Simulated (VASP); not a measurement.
# GaN (Pm-3m) in VASP: notebook, part 2 of 2

VASP 6.6.1.

**3. Single point, r2SCAN**

POSCAR

```
GaN
1.0
    2.6955547287      0.0000000000      0.0000000000
    0.0000000000      2.6955547287      0.0000000000
    0.0000000000      0.0000000000      2.6955547287
Ga N
1 1
Direct
    0.0000000000      0.0000000000      0.0000000000
    0.5000000000      0.5000000000      0.5000000000
```

INCAR.step1

```
  ALGO = Normal
  EDIFF = 1E-4
  ENCUT = 520
  GGA = PE
  ISMEAR = -1
  LASPH = True
  LCHARG = False
  LREAL = False
  LWAVE = True
  NBANDS = 16
  NELM = 60
  PREC = Accurate
  SIGMA = 0.02
```

INCAR.step2

```
  ALGO = Normal
  EDIFF = 1E-7
  ENCUT = 520
  ISIF = 2
  ISMEAR = -1
  ISTART = 1
  LASPH = True
  LCHARG = True
  LELF = True
  LMIXTAU = True
  LREAL = False
  LVHAR = True
  LWAVE = False
  METAGGA = R2SCAN
  NBANDS = 16
  NELM = 60
  PREC = Accurate
  SIGMA = 0.02
```

KPOINTS

```
k-points
0
Gamma
  10 10 10
```

Potentials or basis: VASP PAW PBE potentials, release 64 (Ga_d, N).

Launch:

```console
cat potpaw_PBE.64/Ga_d/POTCAR potpaw_PBE.64/N/POTCAR > POTCAR
cp INCAR.step1 INCAR
mpirun -np 1 vasp_std > vasp.out
cp INCAR.step2 INCAR
mpirun -np 1 vasp_std > vasp.out
```

OUTCAR:

```text
EDIFF = 1E-7
   ENCUT = 520
   ISIF = 2
   ISMEAR = -1
   ISTART = 1
   LASPH = True
   LREAL = False
   METAGGA = R2SCAN
   NELM = 60
   PREC = Accurate

 ion  position               nearest neighbor table
   1  0.000  0.000  0.000-   2 2.33   2 2.33   2 2.33   2 2.33   2 2.33   2 2.33   2 2.33   2 2.33

   2  0.500  0.500  0.500-   1 2.33   1 2.33   1 2.33   1 2.33   1 2.33   1 2.33   1 2.33   1 2.33

  LATTYP: Found a simple cubic cell.
 ALAT       =     2.6955547287

  Lattice vectors:

 A1 = (   2.6955547287,   0.0000000000,   0.0000000000)
 A2 = (   0.0000000000,   2.6955547287,   0.0000000000)
 A3 = (   0.0000000000,   0.0000000000,   2.6955547287)

Analysis of symmetry for initial positions (statically):
=====================================================================
 Subroutine PRICEL returns:
 Original cell was already a primitive cell.

 Routine SETGRP: Setting up the symmetry group for a
 simple cubic supercell.

 Subroutine GETGRP returns: Found 48 space group operations
 (whereof 48 operations were pure point group operations)
 out of a pool of 48 trial point group operations.

The static configuration has the point symmetry O_h .

Analysis of symmetry for dynamics (positions and initial velocities):
=====================================================================
 Subroutine PRICEL returns:
 Original cell was already a primitive cell.

 Routine SETGRP: Setting up the symmetry group for a
 simple cubic supercell.

 Subroutine GETGRP returns: Found 48 space group operations
 (whereof 48 operations were pure point group operations)
 out of a pool of 48 trial point group operations.

The dynamic configuration has the point symmetry O_h .

 Subroutine INISYM returns: Found 48 space group operations
 (whereof 48 operations are pure point group operations),
 and found     1 'primitive' translations

----------------------------------------------------------------------------------------

                                     Primitive cell

  volume of cell :      19.5859

  direct lattice vectors                    reciprocal lattice vectors
     2.695554729  0.000000000  0.000000000     0.370981153  0.000000000  0.000000000
     0.000000000  2.695554729  0.000000000     0.000000000  0.370981153  0.000000000
     0.000000000  0.000000000  2.695554729     0.000000000  0.000000000  0.370981153

  length of vectors
     2.695554729  2.695554729  2.695554729     0.370981153  0.370981153  0.370981153

  position of ions in fractional coordinates (direct lattice)
     0.000000000  0.000000000  0.000000000
     0.500000000  0.500000000  0.500000000

  ion indices of the primitive-cell ions
   primitive index   ion index
                 1           1
                 2           2

----------------------------------------------------------------------------------------

 KPOINTS: k-points

Automatic generation of k-mesh.
 Grid dimensions read from file:
 generate k-points for:   10   10   10

 Generating k-lattice:

  Cartesian coordinates                     Fractional coordinates (reciprocal lattice)
     0.037098115  0.000000000  0.000000000     0.100000000  0.000000000  0.000000000
     0.000000000  0.037098115  0.000000000     0.000000000  0.100000000  0.000000000
     0.000000000  0.000000000  0.037098115     0.000000000  0.000000000  0.100000000

  Length of vectors
     0.037098115  0.037098115  0.037098115

  Shift w.r.t. Gamma in fractional coordinates (k-lattice)
     0.000000000  0.000000000  0.000000000

 Subroutine IBZKPT returns following result:
 ===========================================

 Found     56 irreducible k-points:

 Following reciprocal coordinates:
            Coordinates               Weight
  0.000000  0.000000  0.000000      1.000000
  0.100000  0.000000  0.000000      6.000000
  0.200000  0.000000  0.000000      6.000000
  0.300000  0.000000  0.000000      6.000000
  0.400000  0.000000  0.000000      6.000000
  0.500000  0.000000  0.000000      3.000000
[... 16 lines left out ...]
  0.200000  0.100000  0.100000     24.000000
  0.300000  0.100000  0.100000     24.000000
 [... further k-points ...]
   k-points           NKPTS =     56   k-points in BZ     NKDIM =     56   number of bands    NBANDS=     16
   number of dos      NEDOS =    301   number of ions     NIONS =      2
   total plane-waves  NPLWV =   8000
   dimension x,y,z NGX =    20 NGY =   20 NGZ =   20
   dimension x,y,z NGXF=    40 NGYF=   40 NGZF=   40
   ions per type =               1   1
   NGX,Y,Z   is equivalent  to a cutoff of  12.33, 12.33, 12.33 a.u.
   NGXF,Y,Z  is equivalent  to a cutoff of  24.67, 24.67, 24.67 a.u.
 SYSTEM =  unknown system
   PREC   = accura    normal or accurate (medium, high low for compatibility)
   ISTART =      1    job   : 0-new  1-cont  2-samecut
   ICHARG =      0    charge: 1-file 2-atom 10-const
   ISPIN  =      1    spin polarized calculation?
   LNONCOLLINEAR =      F non collinear calculations
   LSORBIT =      F    spin-orbit coupling
   LASPH  =      T    aspherical Exc in radial PAW
   ENCUT  =  520.0 eV  38.22 Ry    6.18 a.u.   5.01  5.01  5.01*2*pi/ulx,y,z
   NELM   =     60;   NELMIN=  2; NELMDL=  0     # of ELM steps
   EDIFF  = 0.1E-06   stopping-criterion for ELM
   LREAL  =      F    real-space projection
   EDIFFG = 0.1E-05   stopping-criterion for IOM
   NSW    =      0    number of steps for IOM
   IBRION =     -1    ionic relax: 0-MD 1-quasi-New 2-CG
   NFREE  =      0    steps in history (QN), initial steepest desc. (CG)
   ISIF   =      2    stress and relaxation
   ISYM   =      2    0-nonsym 1-usesym 2-fastsym
   POTIM  = 0.5000    time-step for ionic-motion
   TEBEG  =    0.0;   TEEND  =   0.0 temperature during run
   PSTRESS=    0.0 pullay stress
   NELECT =      18.0000    total number of electrons
   NUPDOWN=      -1.0000    fix difference up-down
   EMIN   =  10.00;   EMAX   =-10.00  energy-range for DOS
   EFERMI =   0.00;   METHOD = LEGACY
   ISMEAR =    -1;   SIGMA  =   0.02  broadening in eV -4-tet -1-fermi 0-gaus
   EFERMI_NEDOS =   21; number of points for ismear=-14 and -15
   IALGO  =     38    algorithm
   IMIX   =      4    mixing-type and parameters
     AMIX     =   0.40;   BMIX     =  1.00
     AMIX_MAG =   1.60;   BMIX_MAG =  1.00
  volume/ion in A,a.u.               =       9.79        66.09
  Fermi-wavevector in a.u.,A,eV,Ry     =   1.591662  3.007805 34.468835  2.533388
  Thomas-Fermi vector in A             =   2.690167
   LORBIT       =      0    0 simple, 1 ext, 2 COOP (PROOUT), +10 PAW based schemes
   METAGGA = R2SCAN    functional components
   LHFCALC =     F    Hartree Fock is set to
   AEXX    =    0.0000 exact exchange contribution
   IVDW    =     0    specifies the selected vdW correction
   LEPSILON=     F    determine dielectric tensor
   LRPA    =     F    only Hartree local field effects (RPA)
 non-spin polarized calculation
  energy-cutoff  :      520.00
  volume of cell :       19.59
 maximum number of plane-waves:       552
   NGX = 11   NGY = 11   NGZ = 11

 number of electron      18.0000017 magnetization

 Free energy of the ion-electron system (eV)
  ---------------------------------------------------
  ext. energy  EPLUGINS =         0.00000000
  ---------------------------------------------------
  free energy    TOTEN  =       -18.29986502 eV

  energy without entropy =      -18.29860662  energy(sigma->0) =      -18.29923582

 E-fermi :   8.2768     XC(G=0): -14.1645

 val. band max:        8.2527748139   @ k =   0.3000   0.3000   0.0000
 cond. band min:       8.2788873986   @ k =   0.5000   0.5000   0.1000
 fundamental gap:      0.0261125847
 Fermi energy:         8.2767831302

 k-point     1 :       0.0000    0.0000    0.0000
  band No.  band energies     occupation
      1     -10.1999      2.00000
      2      -7.9055      2.00000
      3      -7.9055      2.00000
      4      -7.3534      2.00000
      5      -7.3534      2.00000
      6      -7.3534      2.00000
[... 8 lines left out ...]
     15      23.3152      0.00000
     16      37.0168      0.00000
[... 419 lines left out ...]
 k-point    24 :       0.3000    0.1000    0.1000
  band No.  band energies     occupation
      1      -8.7003      2.00000
      2      -7.8202      2.00000
      3      -7.6617      2.00000
      4      -7.5074      2.00000
      5      -7.3797      2.00000
      6      -7.3077      2.00000
[... 8 lines left out ...]
     15      29.2592      0.00000
     16      29.4040      0.00000

 [... further k-points ...]

------------------------ aborting loop because EDIFF is reached ----------------------------------------

  FORCE on cell =-STRESS in cart. coord.  units (eV):
  Direction    XX          YY          ZZ          XY          YZ          ZX
  --------------------------------------------------------------------------------------
  -------------------------------------------------------------------------------------
  Total        0.0857018      0.0857018      0.0857018     -0.0000000      0.0000000      0.0000000
  in kB        7.0106151      7.0106151      7.0106151     -0.0000000      0.0000000      0.0000000
  external PRESSURE =       7.0106151 kB  Pullay stress =       0.0000000 kB

 VOLUME and BASIS-vectors are now :
 -----------------------------------------------------------------------------
  energy-cutoff  :      520.00
  volume of cell :       19.59
      direct lattice vectors                 reciprocal lattice vectors
     2.695554729  0.000000000  0.000000000     0.370981153  0.000000000  0.000000000
     0.000000000  2.695554729  0.000000000     0.000000000  0.370981153  0.000000000
     0.000000000  0.000000000  2.695554729     0.000000000  0.000000000  0.370981153

 POSITION                                       TOTAL-FORCE (eV/Angst)
 -----------------------------------------------------------------------------------
      0.00000      0.00000      0.00000         0.000000      0.000000      0.000000
      1.34778      1.34778      1.34778         0.000000      0.000000      0.000000
 -----------------------------------------------------------------------------------
    total drift:                                0.000000      0.000000      0.000000

  FREE ENERGIE OF THE ION-ELECTRON SYSTEM (eV)
  ---------------------------------------------------
  free  energy   TOTEN  =       -18.2998650168 eV

  energy  without entropy=      -18.2986066208  energy(sigma->0) =      -18.29923582
```

Run time: 1.9 min. Hardware: 1 thread of Intel Xeon 8259CL, shared host; peak memory 0.14 GiB.

Results:

```
Free energy            : -18.2999 eV
Pressure               : 0.7 GPa
Band gap on the k mesh : zero (bands 9 and 10 overlap by 1.67 eV)
```

Caveat: the structure was generated, so it needn't be the stable form of GaN; the PAW data sets were made with another functional, which shifts forces and pressure a little.

The gap in the log of VASP goes by the Fermi energy; the results here count the filled bands.